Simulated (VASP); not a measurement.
# TiAl (P-6m2) in VASP: notebook

The runs below take TiAl through single point, with PBE.

All numbers are computed with VASP 6.6.1; they aren't measurements. Logs are shortened: lines on timing, memory, paths and dates and some standing lists are left out, and cuts for length are marked.

### Step 1. The cell of the first run

Symmetry: P-6m2, No. 187, hexagonal system. Conventional cell: a = 2.839 Å, b = 2.839 Å, c = 4.210 Å, α = 90.00°, β = 90.00°, γ = 120.00°. Ti (site symmetry -6m2) has 6 Al at 2.67 Å and 6 Ti at 2.84 Å within 3.5 Å. Al (site symmetry -6m2) has 6 Ti at 2.67 Å and 6 Al at 2.84 Å within 3.5 Å.

### Step 2. Single point, PBE (strained)

File INCAR:

```
SYSTEM = TiAl
ALGO = Normal
EDIFF = 1E-6
ENCUT = 520
GGA = PE
ISIF = 2
ISMEAR = 0
LASPH = .True.
LCHARG = .True.
LELF = .True.
LREAL = .False.
LVHAR = .True.
LWAVE = .False.
NBANDS = 14
NELM = 100
PREC = Accurate
SIGMA = 0.1
```

File KPOINTS:

```
k-points
0
Gamma
  18 18 10
  0 0 0
```

File POSCAR:

```
TiAl
1.0
    2.8386469556      0.0000000000      0.0000000000
   -1.4193234778      2.4583403759      0.0000000000
    0.0000000000      0.0000000000      4.2103682617
Ti Al
1 1
Direct
    0.0000000000      0.0000000000      0.0000000000
    0.3333333333      0.6666666667      0.5000000000
```

Potentials or basis: VASP PAW PBE potentials, release 64 (Ti_sv, Al).

Command:

```console
cat potpaw_PBE.64/Ti_sv/POTCAR potpaw_PBE.64/Al/POTCAR > POTCAR
mpirun -np 1 vasp_std > vasp.out
```

OUTCAR:

```text
SYSTEM = TiAl
   EDIFF = 1E-6
   ENCUT = 520
   GGA = PE
   ISIF = 2
   ISMEAR = 0
   LASPH = .True.
   LREAL = .False.
   NELM = 100
   PREC = Accurate

 ion  position               nearest neighbor table
   1  0.000  0.000  0.000-   2 2.67   2 2.67   2 2.67   2 2.67   2 2.67   2 2.67
   2  0.333  0.667  0.500-   1 2.67   1 2.67   1 2.67   1 2.67   1 2.67   1 2.67

  LATTYP: Found a hexagonal cell.
 ALAT       =     2.8386469556
 C/A-ratio  =     1.4832306826

  Lattice vectors:

 A1 = (   2.8386469556,   0.0000000000,   0.0000000000)
 A2 = (  -1.4193234778,   2.4583403759,   0.0000000000)
 A3 = (   0.0000000000,   0.0000000000,   4.2103682617)

Analysis of symmetry for initial positions (statically):
=====================================================================
 Subroutine PRICEL returns:
 Original cell was already a primitive cell.

 Routine SETGRP: Setting up the symmetry group for a
 hexagonal supercell.

 Subroutine GETGRP returns: Found 12 space group operations
 (whereof 12 operations were pure point group operations)
 out of a pool of 24 trial point group operations.

The static configuration has the point symmetry D_3h.

Analysis of symmetry for dynamics (positions and initial velocities):
=====================================================================
 Subroutine PRICEL returns:
 Original cell was already a primitive cell.

 Routine SETGRP: Setting up the symmetry group for a
 hexagonal supercell.

 Subroutine GETGRP returns: Found 12 space group operations
 (whereof 12 operations were pure point group operations)
 out of a pool of 24 trial point group operations.

The dynamic configuration has the point symmetry D_3h.

 Subroutine INISYM returns: Found 12 space group operations
 (whereof 12 operations are pure point group operations),
 and found     1 'primitive' translations

----------------------------------------------------------------------------------------

                                     Primitive cell

  volume of cell :      29.3815

  direct lattice vectors                    reciprocal lattice vectors
     2.838646956  0.000000000  0.000000000     0.352280511  0.203389248  0.000000000
    -1.419323478  2.458340376  0.000000000     0.000000000  0.406778496  0.000000000
     0.000000000  0.000000000  4.210368262     0.000000000  0.000000000  0.237508916

  length of vectors
     2.838646956  2.838646956  4.210368262     0.406778496  0.406778496  0.237508916

  position of ions in fractional coordinates (direct lattice)
     0.000000000  0.000000000  0.000000000
     0.333333333  0.666666667  0.500000000

  ion indices of the primitive-cell ions
   primitive index   ion index
                 1           1
                 2           2

----------------------------------------------------------------------------------------

 KPOINTS: k-points

Automatic generation of k-mesh.
 Grid dimensions read from file:
 generate k-points for:   18   18   10

 Generating k-lattice:

  Cartesian coordinates                     Fractional coordinates (reciprocal lattice)
     0.019571139  0.011299403  0.000000000     0.055555556 -0.000000000  0.000000000
     0.000000000  0.022598805  0.000000000     0.000000000  0.055555556  0.000000000
     0.000000000  0.000000000  0.023750892     0.000000000  0.000000000  0.100000000

  Length of vectors
     0.022598805  0.022598805  0.023750892

  Shift w.r.t. Gamma in fractional coordinates (k-lattice)
     0.000000000  0.000000000  0.000000000

 Subroutine IBZKPT returns following result:
 ===========================================

 Found    222 irreducible k-points:

 Following reciprocal coordinates:
            Coordinates               Weight
  0.000000  0.000000  0.000000      1.000000
  0.055556 -0.000000  0.000000      6.000000
  0.111111 -0.000000  0.000000      6.000000
  0.166667 -0.000000  0.000000      6.000000
  0.222222 -0.000000  0.000000      6.000000
  0.277778 -0.000000  0.000000      6.000000
[... 16 lines left out ...]
  0.333333  0.111111  0.000000     12.000000
  0.388889  0.111111  0.000000     12.000000
 [... further k-points ...]
   k-points           NKPTS =    222   k-points in BZ     NKDIM =    222   number of bands    NBANDS=     14
   number of dos      NEDOS =    301   number of ions     NIONS =      2
   total plane-waves  NPLWV =  18432
   dimension x,y,z NGX =    24 NGY =   24 NGZ =   32
   dimension x,y,z NGXF=    48 NGYF=   48 NGZF=   64
   ions per type =               1   1
   NGX,Y,Z   is equivalent  to a cutoff of  14.06, 14.06, 12.64 a.u.
   NGXF,Y,Z  is equivalent  to a cutoff of  28.11, 28.11, 25.27 a.u.
 SYSTEM =  TiAl
   PREC   = accura    normal or accurate (medium, high low for compatibility)
   ISTART =      0    job   : 0-new  1-cont  2-samecut
   ICHARG =      2    charge: 1-file 2-atom 10-const
   ISPIN  =      1    spin polarized calculation?
   LNONCOLLINEAR =      F non collinear calculations
   LSORBIT =      F    spin-orbit coupling
   LASPH  =      T    aspherical Exc in radial PAW
   ENCUT  =  520.0 eV  38.22 Ry    6.18 a.u.   5.28  5.28  7.83*2*pi/ulx,y,z
   NELM   =    100;   NELMIN=  2; NELMDL= -5     # of ELM steps
   EDIFF  = 0.1E-05   stopping-criterion for ELM
   LREAL  =      F    real-space projection
[... 7 lines left out ...]
   TEBEG  =    0.0;   TEEND  =   0.0 temperature during run
   PSTRESS=    0.0 pullay stress
   NELECT =      15.0000    total number of electrons
   NUPDOWN=      -1.0000    fix difference up-down
   EMIN   =  10.00;   EMAX   =-10.00  energy-range for DOS
   EFERMI =   0.00;   METHOD = LEGACY
   ISMEAR =     0;   SIGMA  =   0.10  broadening in eV -4-tet -1-fermi 0-gaus
   EFERMI_NEDOS =   21; number of points for ismear=-14 and -15
   IALGO  =     38    algorithm
   IMIX   =      4    mixing-type and parameters
     AMIX     =   0.40;   BMIX     =  1.00
     AMIX_MAG =   1.60;   BMIX_MAG =  1.00
  volume/ion in A,a.u.               =      14.69        99.14
  Fermi-wavevector in a.u.,A,eV,Ry     =   1.308421  2.472557 23.292696  1.711965
  Thomas-Fermi vector in A             =   2.439089
   LORBIT       =      0    0 simple, 1 ext, 2 COOP (PROOUT), +10 PAW based schemes
   GGA     = PE    functional components
   LHFCALC =     F    Hartree Fock is set to
   AEXX    =    0.0000 exact exchange contribution
   IVDW    =     0    specifies the selected vdW correction
   LEPSILON=     F    determine dielectric tensor
   LRPA    =     F    only Hartree local field effects (RPA)
 non-spin polarized calculation
 Gauss-broadening in eV      SIGMA  =   0.10
  energy-cutoff  :      520.00
  volume of cell :       29.38
 maximum number of plane-waves:       811
 NGX is ok and might be reduce to    24
   NGX = 11   NGY = 11   NGZ = 15

 number of electron      14.9999998 magnetization

 Free energy of the ion-electron system (eV)
  ---------------------------------------------------
  ext. energy  EPLUGINS =         0.00000000
  ---------------------------------------------------
  free energy    TOTEN  =       -11.78464945 eV

  energy without entropy =      -11.77138497  energy(sigma->0) =      -11.77801721

 E-fermi :   9.1296     XC(G=0): -11.4739

 val. band max:        9.1287838081   @ k =   0.0000   0.0000   0.4000
 cond. band min:       9.1326662161   @ k =   0.3333   0.2778   0.4000
 fundamental gap:      0.0038824080
 Fermi energy:         9.1296031589

 k-point     1 :       0.0000    0.0000    0.0000
  band No.  band energies     occupation
      1     -47.1382      2.00000
      2     -23.5082      2.00000
      3     -23.0194      2.00000
      4     -23.0194      2.00000
      5      -0.2008      2.00000
      6       7.0047      2.00000
      7       8.1907      2.00000
      8      10.4641      0.00000
      9      10.4641      0.00000
     10      12.0003      0.00000
     11      12.0003      0.00000
     12      14.9469      0.00000
     13      22.0012      0.00000
     14      22.0012      0.00000

 k-point     2 :       0.0556   -0.0000    0.0000
  band No.  band energies     occupation
      1     -47.1350      2.00000
      2     -23.5049      2.00000
      3     -23.0397      2.00000
      4     -23.0239      2.00000
      5      -0.1211      2.00000
      6       7.0832      2.00000
      7       8.1600      2.00000
      8      10.3766      0.00000
      9      10.5303      0.00000
     10      11.9753      0.00000
     11      12.0628      0.00000
     12      14.9553      0.00000
     13      20.8949      0.00000
     14      21.3808      0.00000

 k-point     3 :       0.1111   -0.0000    0.0000
  band No.  band energies     occupation
      1     -47.1256      2.00000
      2     -23.4953      2.00000
      3     -23.0979      2.00000
      4     -23.0370      2.00000
      5       0.1164      2.00000
      6       7.3069      2.00000
      7       8.0761      2.00000
      8      10.1362      0.00000
      9      10.7251      0.00000
     10      11.9041      0.00000
     11      12.2411      0.00000
     12      14.9716      0.00000
     13      19.1573      0.00000
     14      20.4901      0.00000
[... 324 lines left out ...]
 k-point    23 :       0.3333    0.1111    0.0000
  band No.  band energies     occupation
      1     -47.0381      2.00000
      2     -23.5803      2.00000
      3     -23.4066      2.00000
      4     -23.1949      2.00000
      5       3.6073      2.00000
      6       7.6316      2.00000
      7       7.6355      2.00000
      8       8.4789      2.00000
      9      10.8338      0.00000
     10      12.3987      0.00000
     11      13.8499      0.00000
     12      14.4662      0.00000
     13      15.3338      0.00000
     14      16.4800      0.00000

 k-point    24 :       0.3889    0.1111    0.0000
  band No.  band energies     occupation
      1     -47.0291      2.00000
      2     -23.6275      2.00000
      3     -23.3975      2.00000
      4     -23.2114      2.00000
      5       4.5484      2.00000
      6       6.8511      2.00000
      7       7.6140      2.00000
      8       8.2337      2.00000
      9      10.7110      0.00000
     10      12.6744      0.00000
     11      13.9096      0.00000
     12      14.7910      0.00000
     13      15.1629      0.00000
     14      16.7140      0.00000

 [... further k-points ...]

------------------------ aborting loop because EDIFF is reached ----------------------------------------

  FORCE on cell =-STRESS in cart. coord.  units (eV):
  Direction    XX          YY          ZZ          XY          YZ          ZX
  --------------------------------------------------------------------------------------
  -------------------------------------------------------------------------------------
  Total        2.5884824      2.5884824      5.6593318      0.0000000      0.0000000     -0.0000000
  in kB      141.1504660    141.1504660    308.6045035      0.0000000      0.0000000     -0.0000000
  external PRESSURE =     196.9684785 kB  Pullay stress =       0.0000000 kB

 VOLUME and BASIS-vectors are now :
 -----------------------------------------------------------------------------
  energy-cutoff  :      520.00
  volume of cell :       29.38
      direct lattice vectors                 reciprocal lattice vectors
     2.838646956  0.000000000  0.000000000     0.352280511  0.203389248  0.000000000
    -1.419323478  2.458340376  0.000000000     0.000000000  0.406778496  0.000000000
     0.000000000  0.000000000  4.210368262     0.000000000  0.000000000  0.237508916

 POSITION                                       TOTAL-FORCE (eV/Angst)
 -----------------------------------------------------------------------------------
      0.00000      0.00000      0.00000        -0.000000     -0.000000      0.000000
     -0.00000      1.63889      2.10518         0.000000      0.000000      0.000000
 -----------------------------------------------------------------------------------
    total drift:                                0.000000     -0.000000      0.000000

  FREE ENERGIE OF THE ION-ELECTRON SYSTEM (eV)
  ---------------------------------------------------
  free  energy   TOTEN  =       -11.7846494491 eV

  energy  without entropy=      -11.7713849668  energy(sigma->0) =      -11.77801721
```

Run time: 79 s. Hardware: 1 thread of Intel Xeon 8259CL, shared host; peak memory 0.23 GiB.

Results:

- Free energy: -11.7846 eV
- Pressure: 19.7 GPa
- Band gap on the k mesh: zero (an odd number of electrons rules out a gap without spin polarisation)

Caveat: the cell differs from its parent crystal (strained); the stress differs along the axes, from 14 to 31 GPa.

### Step 3. Single point, PBE (strained)

File INCAR:

```
SYSTEM = TiAl
  PREC = Accurate
  ENCUT = 520
  EDIFF = 1E-6
  ISMEAR = 0
  SIGMA = 0.1
  LREAL = .False.
  LASPH = .True.
  NELM = 80
  ALGO = Normal
  ISIF = 2
  LWAVE = .False.
  LCHARG = .False.
  GGA = PE
  NBANDS = 14
```

File KPOINTS:

```
Automatic mesh
0
Gamma
  18 18 10
  0 0 0
```

File POSCAR:

```
TiAl
1.0
    2.8394784616      0.0000000000      0.0000000000
   -1.4197392308      2.4590604813      0.0000000000
    0.0000000000      0.0000000000      4.2117249057
Ti Al
1 1
Direct
    0.0000000000      0.0000000000      0.0000000000
    0.3333333333      0.6666666667      0.5000000000
```

Potentials or basis: VASP PAW PBE potentials, release 64 (Ti_sv, Al).

Command:

```console
cat potpaw_PBE.64/Ti_sv/POTCAR potpaw_PBE.64/Al/POTCAR > POTCAR
mpirun -np 1 vasp_std > vasp.out
```

Wall time 1.7 min (1 thread of Intel Xeon 8259CL, shared host); peak memory 0.22 GiB.

The run converged. Its results:

```
Free energy            : -11.7880 eV
Pressure               : 19.5 GPa
Band gap on the k mesh : zero (an odd number of electrons rules out a gap without spin polarisation)
```

Stress tensor (GPa, compression positive):
```
13.98  0.00  0.00
 0.00 13.98  0.00
 0.00  0.00 30.66
```

Levels at points of the mesh, in eV from the Fermi level:
```
           k point  band 5  band 6  band 7  band 8  band 9  band 10  band 11  band 12
(0.00, 0.00, 0.00)   -9.33   -2.12   -0.94    1.33    1.33     2.87     2.87     5.81
(0.50, 0.00, 0.00)   -4.15   -3.04   -1.66   -1.06    2.10     4.23     4.91     5.11
(0.00, 0.00, 0.50)   -8.00   -5.33    0.04    1.37    1.37     2.68     2.68     8.79
(0.50, 0.00, 0.50)   -4.12   -2.34   -2.00    0.63    1.26     1.72     4.20     4.23
```

Caveat: the cell differs from its parent crystal (strained); the stress differs along the axes, from 14 to 31 GPa.
